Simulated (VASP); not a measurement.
# Cs (P6_3/mmc) in VASP: single point with PBE

Aim: the single point of Cs with PBE.

All numbers are computed with VASP 6.6.1; they aren't measurements. Logs are shortened: lines on timing, memory, paths and dates and some standing lists are left out, and cuts for length are marked.

### 1 The cell of the first run

The structure is hexagonal, space group P6_3/mmc (No. 194). The conventional cell has a = 5.457 Å, b = 5.457 Å, c = 18.073 Å, α = 90.00°, β = 90.00°, γ = 120.00°.

This isn't the form of Cs at room conditions, which is bcc.

### 2 Single point, PBE

INCAR

```
PREC = Accurate
ENCUT = 520
EDIFF = 1E-6
ISMEAR = 0
SIGMA = 0.1
LREAL = F
LASPH = T
NELM = 80
ALGO = Fast
ISIF = 2
LWAVE = F
LCHARG = F
GGA = PE
NBANDS = 26
```

KPOINTS

```
Automatic mesh
0
Gamma
  9 9 4
```

POSCAR

```
Cs
1.0
    5.4573098339      0.0000000000      0.0000000000
   -2.7286549170      4.7261689524      0.0000000000
    0.0000000000      0.0000000000     18.0734816440
Cs
4
Direct
    0.0000000000      0.0000000000      0.0000000000
    0.3333333333      0.6666666667      0.2500000000
    0.0000000000      0.0000000000      0.5000000000
    0.6666666667      0.3333333333      0.7500000000
```

Potentials or basis: VASP PAW PBE potentials, release 64 (Cs_sv).

The run is started by

```sh
$ cat potpaw_PBE.64/Cs_sv/POTCAR > POTCAR
$ mpirun -np 1 vasp_std > vasp.out
```

OUTCAR:

```text
PREC = Accurate
   ENCUT = 520
   EDIFF = 1E-6
   ISMEAR = 0
   LREAL = F
   LASPH = T
   NELM = 80
   ISIF = 2
   GGA = PE

 ion  position               nearest neighbor table
   1  0.000  0.000  0.000-
   2  0.333  0.667  0.250-
   3  0.000  0.000  0.500-
   4  0.667  0.333  0.750-

  LATTYP: Found a hexagonal cell.
 ALAT       =     5.4573098339
 C/A-ratio  =     3.3117932084

  Lattice vectors:

 A1 = (   5.4573098339,   0.0000000000,   0.0000000000)
 A2 = (  -2.7286549170,   4.7261689524,   0.0000000000)
 A3 = (   0.0000000000,   0.0000000000,  18.0734816440)

Analysis of symmetry for initial positions (statically):
=====================================================================
 Subroutine PRICEL returns:
 Original cell was already a primitive cell.

 Routine SETGRP: Setting up the symmetry group for a
 hexagonal supercell.

 Subroutine GETGRP returns: Found 24 space group operations
 (whereof 12 operations were pure point group operations)
 out of a pool of 24 trial point group operations.

The static configuration has the point symmetry D_3d.
 The point group associated with its full space group is D_6h.

Analysis of symmetry for dynamics (positions and initial velocities):
=====================================================================
 Subroutine PRICEL returns:
 Original cell was already a primitive cell.

 Routine SETGRP: Setting up the symmetry group for a
 hexagonal supercell.

 Subroutine GETGRP returns: Found 24 space group operations
 (whereof 12 operations were pure point group operations)
 out of a pool of 24 trial point group operations.

The dynamic configuration has the point symmetry D_3d.
 The point group associated with its full space group is D_6h.

 Subroutine INISYM returns: Found 24 space group operations
 (whereof 12 operations are pure point group operations),
 and found     1 'primitive' translations

----------------------------------------------------------------------------------------

                                     Primitive cell

  volume of cell :     466.1543

  direct lattice vectors                    reciprocal lattice vectors
     5.457309834  0.000000000  0.000000000     0.183240467  0.105793933  0.000000000
    -2.728654917  4.726168952  0.000000000     0.000000000  0.211587865  0.000000000
     0.000000000  0.000000000 18.073481644     0.000000000  0.000000000  0.055329682

  length of vectors
     5.457309834  5.457309834 18.073481644     0.211587865  0.211587865  0.055329682

  position of ions in fractional coordinates (direct lattice)
     0.000000000  0.000000000  0.000000000
     0.333333333  0.666666667  0.250000000
     0.000000000  0.000000000  0.500000000
     0.666666667  0.333333333  0.750000000

  ion indices of the primitive-cell ions
   primitive index   ion index
                 1           1
                 2           2
                 3           3
                 4           4

----------------------------------------------------------------------------------------

 KPOINTS: Automatic mesh

Automatic generation of k-mesh.
 Grid dimensions read from file:
 generate k-points for:    9    9    4

 Generating k-lattice:

  Cartesian coordinates                     Fractional coordinates (reciprocal lattice)
     0.020360052  0.011754881  0.000000000     0.111111111  0.000000000  0.000000000
     0.000000000  0.023509763  0.000000000     0.000000000  0.111111111  0.000000000
     0.000000000  0.000000000  0.013832421     0.000000000  0.000000000  0.250000000

  Length of vectors
     0.023509763  0.023509763  0.013832421

  Shift w.r.t. Gamma in fractional coordinates (k-lattice)
     0.000000000  0.000000000  0.000000000

 Subroutine IBZKPT returns following result:
 ===========================================

 Found     36 irreducible k-points:

 Following reciprocal coordinates:
            Coordinates               Weight
  0.000000  0.000000  0.000000      1.000000
  0.111111 -0.000000  0.000000      6.000000
  0.222222 -0.000000  0.000000      6.000000
  0.333333 -0.000000  0.000000      6.000000
  0.444444 -0.000000  0.000000      6.000000
  0.111111  0.111111  0.000000      6.000000
[... 16 lines left out ...]
  0.333333  0.222222  0.250000     24.000000
  0.333333  0.333333  0.250000      4.000000
 [... further k-points ...]
   k-points           NKPTS =     36   k-points in BZ     NKDIM =     36   number of bands    NBANDS=     26
   number of dos      NEDOS =    301   number of ions     NIONS =      4
   total plane-waves  NPLWV = 246960
   dimension x,y,z NGX =    42 NGY =   42 NGZ =  140
   dimension x,y,z NGXF=    84 NGYF=   84 NGZF=  280
   ions per type =               4
   NGX,Y,Z   is equivalent  to a cutoff of  12.79, 12.79, 12.88 a.u.
   NGXF,Y,Z  is equivalent  to a cutoff of  25.59, 25.59, 25.76 a.u.
 SYSTEM =  unknown system
   PREC   = accura    normal or accurate (medium, high low for compatibility)
   ISTART =      0    job   : 0-new  1-cont  2-samecut
   ICHARG =      2    charge: 1-file 2-atom 10-const
   ISPIN  =      1    spin polarized calculation?
   LNONCOLLINEAR =      F non collinear calculations
   LSORBIT =      F    spin-orbit coupling
   LASPH  =      T    aspherical Exc in radial PAW
   ENCUT  =  520.0 eV  38.22 Ry    6.18 a.u.  10.15 10.15 33.60*2*pi/ulx,y,z
   NELM   =     80;   NELMIN=  2; NELMDL= -5     # of ELM steps
   EDIFF  = 0.1E-05   stopping-criterion for ELM
   LREAL  =      F    real-space projection
[... 7 lines left out ...]
   TEBEG  =    0.0;   TEEND  =   0.0 temperature during run
   PSTRESS=    0.0 pullay stress
   NELECT =      36.0000    total number of electrons
   NUPDOWN=      -1.0000    fix difference up-down
   EMIN   =  10.00;   EMAX   =-10.00  energy-range for DOS
   EFERMI =   0.00;   METHOD = LEGACY
   ISMEAR =     0;   SIGMA  =   0.10  broadening in eV -4-tet -1-fermi 0-gaus
   EFERMI_NEDOS =   21; number of points for ismear=-14 and -15
   IALGO  =     68    algorithm
   IMIX   =      4    mixing-type and parameters
     AMIX     =   0.40;   BMIX     =  1.00
     AMIX_MAG =   1.60;   BMIX_MAG =  1.00
  volume/ion in A,a.u.               =     116.54       786.44
  Fermi-wavevector in a.u.,A,eV,Ry     =   0.697160  1.317441  6.612867  0.486032
  Thomas-Fermi vector in A             =   1.780410
   LORBIT       =      0    0 simple, 1 ext, 2 COOP (PROOUT), +10 PAW based schemes
   GGA     = PE    functional components
   LHFCALC =     F    Hartree Fock is set to
   AEXX    =    0.0000 exact exchange contribution
   IVDW    =     0    specifies the selected vdW correction
   LEPSILON=     F    determine dielectric tensor
   LRPA    =     F    only Hartree local field effects (RPA)
 non-spin polarized calculation
 RMM-DIIS sequential band-by-band and
 Gauss-broadening in eV      SIGMA  =   0.10
  energy-cutoff  :      520.00
  volume of cell :      466.15
 maximum number of plane-waves:     12606
 NGX is ok and might be reduce to    42
   NGX = 21   NGY = 21   NGZ = 67

 number of electron      35.9999999 magnetization

 Free energy of the ion-electron system (eV)
  ---------------------------------------------------
  ext. energy  EPLUGINS =         0.00000000
  ---------------------------------------------------
  free energy    TOTEN  =        -3.42233591 eV

  energy without entropy =       -3.40175528  energy(sigma->0) =       -3.41204559

 E-fermi :   0.4362     XC(G=0):  -5.3728

 val. band max:        0.4315126393   @ k =   0.3333   0.1111   0.0000
 cond. band min:       0.4940915634   @ k =   0.1111  -0.0000   0.0000
 fundamental gap:      0.0625789241
 Fermi energy:         0.4362080940

 k-point     1 :       0.0000    0.0000    0.0000
  band No.  band energies     occupation
      1     -23.4395      2.00000
      2     -23.4372      2.00000
      3     -23.4365      2.00000
      4     -23.4342      2.00000
      5     -10.3128      2.00000
      6     -10.2519      2.00000
[... 18 lines left out ...]
     25       2.8077      0.00000
     26       2.8530      0.00000

 k-point     2 :       0.1111   -0.0000    0.0000
  band No.  band energies     occupation
      1     -23.4389      2.00000
      2     -23.4367      2.00000
      3     -23.4360      2.00000
      4     -23.4338      2.00000
      5     -10.3078      2.00000
      6     -10.2531      2.00000
[... 18 lines left out ...]
     25       2.5979      0.00000
     26       2.7982      0.00000

 k-point     3 :       0.2222   -0.0000    0.0000
  band No.  band energies     occupation
      1     -23.4373      2.00000
      2     -23.4355      2.00000
      3     -23.4348      2.00000
      4     -23.4330      2.00000
      5     -10.2944      2.00000
      6     -10.2637      2.00000
[... 18 lines left out ...]
     25       2.1683      0.00000
     26       2.1925      0.00000

 k-point     4 :       0.3333   -0.0000    0.0000
  band No.  band energies     occupation
      1     -23.4354      2.00000
      2     -23.4341      2.00000
      3     -23.4335      2.00000
      4     -23.4323      2.00000
      5     -10.2912      2.00000
      6     -10.2910      2.00000
[... 18 lines left out ...]
     25       1.9339      0.00000
     26       2.0007      0.00000
[... 496 lines left out ...]
      1     -23.4344      2.00000
      2     -23.4338      2.00000
      3     -23.4327      2.00000
      4     -23.4321      2.00000
      5     -10.2902      2.00000
      6     -10.2865      2.00000
[... 18 lines left out ...]
     25       1.8141      0.00000
     26       2.0026      0.00000

 k-point    23 :       0.3333    0.2222    0.2500
  band No.  band energies     occupation
      1     -23.4332      2.00000
      2     -23.4329      2.00000
      3     -23.4321      2.00000
      4     -23.4319      2.00000
      5     -10.2968      2.00000
      6     -10.2943      2.00000
[... 18 lines left out ...]
     25       1.6931      0.00000
     26       1.8905      0.00000

 k-point    24 :       0.3333    0.3333    0.2500
  band No.  band energies     occupation
      1     -23.4326      2.00000
      2     -23.4326      2.00000
      3     -23.4320      2.00000
      4     -23.4320      2.00000
      5     -10.2859      2.00000
      6     -10.2835      2.00000
[... 18 lines left out ...]
     25       1.6362      0.00000
     26       1.7751      0.00000

 [... further k-points ...]

------------------------ aborting loop because EDIFF is reached ----------------------------------------

  FORCE on cell =-STRESS in cart. coord.  units (eV):
  Direction    XX          YY          ZZ          XY          YZ          ZX
  --------------------------------------------------------------------------------------
  -------------------------------------------------------------------------------------
  Total        0.0109960      0.0109960     -0.0010302     -0.0000000      0.0000000      0.0000000
  in kB        0.0377933      0.0377933     -0.0035407     -0.0000000      0.0000000      0.0000000
  external PRESSURE =       0.0240153 kB  Pullay stress =       0.0000000 kB

 VOLUME and BASIS-vectors are now :
 -----------------------------------------------------------------------------
  energy-cutoff  :      520.00
  volume of cell :      466.15
      direct lattice vectors                 reciprocal lattice vectors
     5.457309834  0.000000000  0.000000000     0.183240467  0.105793933  0.000000000
    -2.728654917  4.726168952  0.000000000     0.000000000  0.211587865  0.000000000
     0.000000000  0.000000000 18.073481644     0.000000000  0.000000000  0.055329682

 POSITION                                       TOTAL-FORCE (eV/Angst)
 -----------------------------------------------------------------------------------
      0.00000      0.00000      0.00000         0.000000      0.000000      0.000000
     -0.00000      3.15078      4.51837        -0.000000      0.000000     -0.000000
      0.00000      0.00000      9.03674         0.000000      0.000000      0.000000
      2.72865      1.57539     13.55511         0.000000     -0.000000     -0.000000
 -----------------------------------------------------------------------------------
    total drift:                               -0.000000      0.000000     -0.000000

  FREE ENERGIE OF THE ION-ELECTRON SYSTEM (eV)
  ---------------------------------------------------
  free  energy   TOTEN  =        -3.4223359104 eV

  energy  without entropy=       -3.4017552789  energy(sigma->0) =       -3.41204559
```

Wall time 7.8 min (1 thread of Oxide Virtual Turin-like, shared host); peak memory 0.67 GiB.

What came out:

* Free energy: -3.4223 eV
* Pressure: 0.0 GPa
* Band gap on the k mesh: zero (bands 18 and 19 overlap by 1.76 eV)

Caveat: spin-orbit coupling is left out, which moves the levels of the heavy elements.
